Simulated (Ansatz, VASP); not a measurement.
# One calculation of Pd, two programs

```
CELL_PARAMETERS angstrom
-1.58105 1.58105 1.58105
1.58105 -1.58105 1.58105
1.58105 1.58105 -1.58105
ATOMIC_POSITIONS crystal
Pd 0.00000 0.00000 0.00000
```

Alike in both runs: functional revPBE; k mesh 14 × 14 × 14; occupations fermi-dirac, width 0.1 eV; no spin polarisation.

Ansatz relaxed the structure, and its values are those at the end. VASP's run is a single point on that final structure, the one shown.

|  | VASP | Ansatz |
| --- | --- | --- |
| version | VASP 6.6.1 | Ansatz 0.2.0 |
| potentials or method | VASP PAW PBE potentials, release 64 (Pd), cutoff 500 eV | plane waves (420 eV) with PAW, scalar-relativistic |
| valence electrons in the cell | 10 | 18 |

Ansatz gave:

```
pressure (GPa) : 0.0
```

Question: Which values does VASP return?

Answer: Pressure (GPa): -0.2.

VASP's potentials were made for PBE, not for revPBE. VASP's potentials hold 10 valence electrons a cell and Ansatz's 18, so a difference there can come from the potentials and not from the codes.
